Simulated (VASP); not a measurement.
Write the native input for VASP 6.6.1 that does the following.

- Task: single point
- Functional: PBE
- Potentials or basis: VASP PAW PBE potentials, release 64 (Be, C)
- Cutoff: 600 eV
- k mesh: 8 × 8 × 8
- Occupations: gaussian, width 0.01 eV
- Spin: no spin polarisation
- Dipole correction: no
- Further INCAR settings: ALGO = Normal; EDIFF = 1e-06; NBANDS = 11

The structure of Be2C lies in POSCAR:

```
Be2C
1.0
    0.0000000000      2.1856211995      2.1856211995
    2.1856211995      0.0000000000      2.1856211995
    2.1856211995      2.1856211995      0.0000000000
Be C
2 1
Direct
    0.7500000000      0.7500000000      0.7500000000
    0.2500000000      0.2500000000      0.2500000000
    0.0000000000      0.0000000000      0.0000000000
```

This cell differs from its parent crystal: volume changed by +3%.

The input as run:

INCAR

```
  ALGO = Normal
  EDIFF = 1E-6
  ENCUT = 600
  GGA = PE
  GGA_COMPAT = False
  ISIF = 2
  ISMEAR = 0
  LASPH = True
  LCHARG = False
  LREAL = False
  LWAVE = False
  NBANDS = 11
  NELM = 120
  PREC = Accurate
  SIGMA = 0.01
```

KPOINTS

```
k-points
0
Gamma
  8 8 8
```

Potentials or basis: VASP PAW PBE potentials, release 64 (Be, C).

Command:

```sh
$ cat potpaw_PBE.64/Be/POTCAR potpaw_PBE.64/C/POTCAR > POTCAR
$ mpirun -np 1 vasp_std > vasp.out
```

Results of the run:

* Pressure: -5.4 GPa
* Band gap on the k mesh: 1.15 eV, indirect (least direct gap 4.07 eV)

Wall time 16 s on 1 thread of Intel Xeon 8259CL (shared host), peak memory 0.15 GiB.
